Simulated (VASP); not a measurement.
Set up this calculation in VASP 6.6.1, as the native input.

```yaml
Task: single point
Functional: LDA
Potentials_or_basis: VASP PAW LDA potentials, release 64 (Hf_pv)
Cutoff: 520 eV
k_mesh: 12 × 12 × 7
Occupations: methfessel-paxton, width 0.01 eV
Spin: no spin polarisation
Dipole_correction: no
Further_INCAR_settings: ALGO = Normal; EDIFF = 1e-06; NBANDS = 17
```

The structure of Hf lies in POSCAR:

```
Hf
1.0
    3.1183974891      0.0000000000      0.0000000000
   -1.5591987445      2.7006114446      0.0000000000
    0.0000000000      0.0000000000      4.9475473504
Hf
2
Direct
    0.3333333333      0.6666666667      0.2500000000
    0.6666666667      0.3333333333      0.7500000000
```

These files were run (other wordings do the same):

INCAR

```
SYSTEM = Hf
ALGO     = Normal         ! electronic algorithm
EDIFF    = 1E-6           ! SCF threshold, eV
ENCUT    = 520            ! plane-wave cutoff, eV
GGA      = CA             ! functional
ISIF     = 2              ! what is computed and relaxed
ISMEAR   = 1              ! smearing method
LASPH    = .True.         ! aspherical terms in the spheres
LCHARG   = .True.         ! write CHGCAR
LELF     = .True.         ! ELF
LREAL    = .False.        ! projectors in reciprocal space
LVHAR    = .True.       
LWAVE    = .False.        ! write WAVECAR
NBANDS   = 17             ! bands
NELM     = 100            ! most SCF steps
PREC     = Accurate       ! precision mode
SIGMA    = 0.01           ! smearing width, eV
```

KPOINTS

```
k-points
0
Gamma
  12 12 7
  0 0 0
```

Potentials or basis: VASP PAW LDA potentials, release 64 (Hf_pv).

Launch:

```sh
$ cat potpaw_LDA.64/Hf_pv/POTCAR > POTCAR
$ mpirun -np 1 vasp_std > vasp.out
```

It gave:

```yaml
Pressure: 0.2 GPa
Band_gap_on_the_k_mesh: zero (band 10 reaches 6.43 eV, above the bottom of band 11 at 5.02 eV)
```

Caveat: spin-orbit coupling is left out, which moves the levels of the heavy elements.

Wall time 18 s on 1 thread of Intel(R) Xeon(R) 6975P-C (Granite Rapids), on a shared host, peak memory 0.16 GiB.
